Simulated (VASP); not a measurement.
# Ti4C in VASP: a series of runs, part 2 of 2

VASP 6.6.1. Earlier steps stand in the parts before.

### 5 Single point, PBE

Contents of INCAR:

```
PREC = Accurate
ENCUT = 520
EDIFF = 1E-7
ISMEAR = 0
SIGMA = 0.1
LREAL = F
LASPH = T
NELM = 60
ALGO = Normal
ISIF = 2
LWAVE = F
LCHARG = T
LDIPOL = T
IDIPOL = 3
DIPOL = 0.5 0.5 0.357
GGA = PE
LELF = T
LVHAR = T
LVACPOTAV = T
NBANDS = 34
```

Contents of KPOINTS:

```
regular mesh
0
Gamma
  8 8 1
```

Contents of POSCAR:

```
Ti4C
1.0
    3.2555055347      0.0000000000      0.0000000000
    0.0000000000      3.2555055347      0.0000000000
    0.0000000000      0.0000000000     20.1798089631
Ti C
4 1
Direct
    0.5000000000      0.5000000000      0.1982179320
    0.0000000000      0.0000000000      0.2788803788
    0.5000000000      0.5000000000      0.3551905195
    0.0000000000      0.0000000000      0.4301234456
    0.0000000000      0.1250000000      0.5203672284
```

Potentials or basis: VASP PAW PBE potentials, release 64 (Ti_sv, C).

Started as:

```bash
> cat potpaw_PBE.64/Ti_sv/POTCAR potpaw_PBE.64/C/POTCAR > POTCAR
> mpirun -np 1 vasp_std > vasp.out
```

OUTCAR:

```text
PREC = Accurate
   ENCUT = 520
   EDIFF = 1E-7
   ISMEAR = 0
   LREAL = F
   LASPH = T
   NELM = 60
   ISIF = 2
   GGA = PE

 ion  position               nearest neighbor table
   1  0.500  0.500  0.198-   2 2.82   2 2.82   2 2.82   2 2.82
   2  0.000  0.000  0.279-   3 2.77   3 2.77   3 2.77   3 2.77   1 2.82   1 2.82   1 2.82   1 2.82

   3  0.500  0.500  0.355-   4 2.75   4 2.75   4 2.75   4 2.75   2 2.77   2 2.77   2 2.77   2 2.77

   4  0.000  0.000  0.430-   5 1.87   3 2.75   3 2.75   3 2.75   3 2.75
   5  0.000  0.125  0.520-   4 1.87

  LATTYP: Found a simple tetragonal cell.
 ALAT       =     3.2555055347
 C/A-ratio  =     6.1986713732

  Lattice vectors:

 A1 = (   3.2555055347,   0.0000000000,   0.0000000000)
 A2 = (   0.0000000000,   3.2555055347,   0.0000000000)
 A3 = (   0.0000000000,   0.0000000000,  20.1798089631)

Analysis of symmetry for initial positions (statically):
=====================================================================
 Subroutine PRICEL returns:
 Original cell was already a primitive cell.

 Routine SETGRP: Setting up the symmetry group for a
 simple tetragonal supercell.

 Subroutine GETGRP returns: Found  2 space group operations
 (whereof  2 operations were pure point group operations)
 out of a pool of 16 trial point group operations.

The static configuration has the point symmetry C_1h.

Analysis of symmetry for dynamics (positions and initial velocities):
=====================================================================
 Subroutine PRICEL returns:
 Original cell was already a primitive cell.

 Routine SETGRP: Setting up the symmetry group for a
 simple tetragonal supercell.
[... 127 lines left out ...]
   IALGO  =     38    algorithm
   IMIX   =      4    mixing-type and parameters
     AMIX     =   0.40;   BMIX     =  1.00
     AMIX_MAG =   1.60;   BMIX_MAG =  1.00
  volume/ion in A,a.u.               =      42.77       288.66
  Fermi-wavevector in a.u.,A,eV,Ry     =   1.021781  1.930887 14.204987  1.044037
  Thomas-Fermi vector in A             =   2.155425
   LORBIT       =      0    0 simple, 1 ext, 2 COOP (PROOUT), +10 PAW based schemes
   GGA     = PE    functional components
   LHFCALC =     F    Hartree Fock is set to
   AEXX    =    0.0000 exact exchange contribution
   IVDW    =     0    specifies the selected vdW correction
   LEPSILON=     F    determine dielectric tensor
   LRPA    =     F    only Hartree local field effects (RPA)
 non-spin polarized calculation
 Gauss-broadening in eV      SIGMA  =   0.10
  energy-cutoff  :      520.00
  volume of cell :      213.87
 maximum number of plane-waves:      5810
   NGX = 13   NGY = 13   NGZ = 75

 number of electron      52.0000024 magnetization

 dipolmoment           0.000000      0.000000      0.215208 electrons x Angstroem

 Free energy of the ion-electron system (eV)
  ---------------------------------------------------
  ext. energy  EPLUGINS =         0.00000000
  ---------------------------------------------------
  free energy    TOTEN  =       -33.27175349 eV

  energy without entropy =      -33.22396942  energy(sigma->0) =      -33.24786146

 E-fermi :  -0.4235     XC(G=0):  -5.2604

 val. band max:       -0.4301373163   @ k =   0.3750   0.3750   0.0000
 cond. band min:      -0.3991173158   @ k =  -0.2500   0.3750   0.0000
 fundamental gap:      0.0310200006
 Fermi energy:        -0.4234570612

 k-point     1 :       0.0000    0.0000    0.0000
  band No.  band energies     occupation
      1     -57.5221      2.00000
      2     -56.8209      2.00000
      3     -56.6809      2.00000
      4     -56.4664      2.00000
      5     -33.8663      2.00000
      6     -33.6773      2.00000
[... 877 lines left out ...]
     33       1.4984      0.00000
     34       2.3214      0.00000

 [... further k-points ...]

------------------------ aborting loop because EDIFF is reached ----------------------------------------

  FORCE on cell =-STRESS in cart. coord.  units (eV):
  Direction    XX          YY          ZZ          XY          YZ          ZX
  --------------------------------------------------------------------------------------
  -------------------------------------------------------------------------------------
  Total       -2.3648648     -2.4918909     -0.2381338      0.0000000      1.3146774      0.0000000
  in kB      -17.7158896    -18.6674791     -1.7839298      0.0000000      9.8486304      0.0000000
  external PRESSURE =     -12.7224328 kB  Pullay stress =       0.0000000 kB

 VOLUME and BASIS-vectors are now :
 -----------------------------------------------------------------------------
  energy-cutoff  :      520.00
  volume of cell :      213.87
      direct lattice vectors                 reciprocal lattice vectors
     3.255505535  0.000000000  0.000000000     0.307171955  0.000000000  0.000000000
     0.000000000  3.255505535  0.000000000     0.000000000  0.307171955  0.000000000
     0.000000000  0.000000000 20.179808963     0.000000000  0.000000000  0.049554483

 POSITION                                       TOTAL-FORCE (eV/Angst)
 -----------------------------------------------------------------------------------
      1.62775      1.62775      4.00000         0.000000     -0.028796      0.495033
      0.00000      0.00000      5.62775         0.000000      0.126292     -0.289215
      1.62775      1.62775      7.16768         0.000000      0.095442     -0.735659
      0.00000      0.00000      8.67981         0.000000     -1.131745      0.479521
      0.00000      0.40694     10.50091         0.000000      0.938807      0.050320
 -----------------------------------------------------------------------------------
    total drift:                                0.000000     -0.000002     -0.000262

  FREE ENERGIE OF THE ION-ELECTRON SYSTEM (eV)
  ---------------------------------------------------
  free  energy   TOTEN  =       -33.2717534925 eV

  energy  without entropy=      -33.2239694188  energy(sigma->0) =      -33.24786146

 vacuum level on the upper side and lower side of the slab         6.513         2.838
```

It took 4.4 min on 1 thread of AMD EPYC 9R45 (Zen 5), shared host; peak memory 0.33 GiB.

Results:

| Property | Result |
| --- | --- |
| Free energy | -33.2718 eV |
| Largest force | 1.229 eV/Å |
| Band gap on the k mesh | zero (bands 26 and 27 overlap by 0.85 eV) |

Forces on the atoms (eV/Å):
```
Ti   0.000 -0.029  0.495
Ti   0.000  0.126 -0.289
Ti   0.000  0.095 -0.736
Ti   0.000 -1.132  0.480
C    0.000  0.939  0.050
```

### 6 The runs side by side

```tsv
task	cell	atoms held fixed (from 0)	gap on the mesh (eV)	largest force (eV/Å)
relaxation of the atoms	atoms relaxed, atomic positions A	[0, 1, 2, 3, 4]	none	-
single point	as given, atomic positions B	-	none	2.28
single point	as given, atomic positions C	-	none	3.48
single point	as given, atomic positions D	-	none	1.23
```

Alike in all rows: level PBE; potentials or basis VASP PAW PBE potentials, release 64 (Ti_sv, C); no spin polarisation; k mesh 8 × 8 × 1; cutoff (eV) 520; smearing gaussian 0.1 eV.

Absolute energies hang on the potentials; compare differences alone.
